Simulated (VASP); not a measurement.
Runs of VASP 6.6.1 on Li3Au5. The structure is that of space group Im-3m (No. 229), or close to it. The cells are those of the table. The cell was generated, and may not be a known phase.

```csv
task,cell,k mesh,cutoff (eV),gap on the mesh (eV),pressure (GPa),relaxed volume (Å³/atom)
relaxation of cell and atoms,"relaxed from a = 5.641 Å, angles 109.5°, 8 atoms",4 × 4 × 4,600,none,0.1,16.27
single point,"a = 5.541 Å, angles 109.5°, 8 atoms",8 × 8 × 8,520,none,-,-
single point,"a = 5.532 Å, angles 109.5°, 8 atoms",4 × 4 × 4,520,none,-,-
relaxation of cell and atoms,"relaxed from a = 5.532 Å, angles 109.5°, 8 atoms",8 × 8 × 8,600,none,-0.1,(a)
single point,"a = 5.641 Å, angles 109.5°, 8 atoms",4 × 4 × 4,520,none,-,-
```

Alike in all rows: level PBE; potentials or basis VASP PAW PBE potentials, release 64 (Li_sv, Au); no spin polarisation; smearing gaussian 0.1 eV.

Fill in the values left out.

(a) 16.35.

Caveats: the cutoff is under 1.25 times the usual one of these potentials, so pressure, stress and relaxed cells hold a basis-set (Pulay) error; spin-orbit coupling is left out, which moves the levels of the heavy elements.

A k mesh can miss the band edges, and the runs leave out spin-orbit coupling on Au.

A gap of «none» marks levels without a gap at the run's occupations.
